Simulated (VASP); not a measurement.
Si2C: single point with PBE

The system is Si2C.

```
CELL_PARAMETERS angstrom
0.00000 3.76449 3.76449
3.76449 0.00000 3.76449
3.76449 3.76449 0.00000
ATOMIC_POSITIONS crystal
Si 0.39066 0.39066 0.39066
Si 0.39066 0.39066 0.82802
Si 0.39066 0.82802 0.39066
Si 0.82802 0.39066 0.39066
C 0.00000 0.00000 0.00000
C 0.25000 0.25000 0.25000
```

The cell was built from a structure type or drawn by symmetry, and may not be a known phase.

```json
{
  "Program": "VASP 6.6.1",
  "Task": "single point",
  "Functional": "PBE",
  "Potentials or basis": "VASP PAW PBE potentials, release 64 (Si, C)",
  "Cutoff": "520 eV",
  "k mesh": "4 × 4 × 4",
  "Occupations": "gaussian, width 0.1 eV",
  "Spin": "no spin polarisation",
  "Dipole correction": "no",
  "Further INCAR settings": "ALGO = Normal; EDIFF = 1e-06; NBANDS = 21"
}
```

```
Pressure               : -0.1 GPa
Largest force          : 0.030 eV/Å
Band gap on the k mesh : zero (bands 12 and 13 overlap by 0.23 eV)
```

Forces on the atoms (eV/Å):
```
Si   0.018  0.018  0.018
Si  -0.018 -0.018  0.018
Si  -0.018  0.018 -0.018
Si   0.018 -0.018 -0.018
C    0.000  0.000  0.000
C    0.000  0.000  0.000
```

Levels at points of the mesh, in eV from the Fermi level:
```tsv
k point	band 8	band 9	band 10	band 11	band 12	band 13	band 14	band 15	band 16	band 17
(0.00, 0.00, 0.00)	-5.17	-5.17	-1.47	-1.47	-0.23	-0.23	-0.23	0.33	2.91	2.91
(0.50, 0.00, 0.00)	-4.57	-3.92	-1.79	-1.79	-1.19	1.12	1.12	1.89	2.28	2.28
(0.50, 0.50, 0.00)	-3.45	-3.45	-0.23	-0.20	-0.20	-0.07	0.12	0.43	1.60	2.55
```

Run time: 36 s on 1 thread of Intel Xeon 8259CL, with other jobs on the host, peak memory 0.23 GiB.

Caveat: the k points lie up to 0.36 Å⁻¹ apart; semilocal functionals underestimate gaps, so a narrow gap can read as zero.
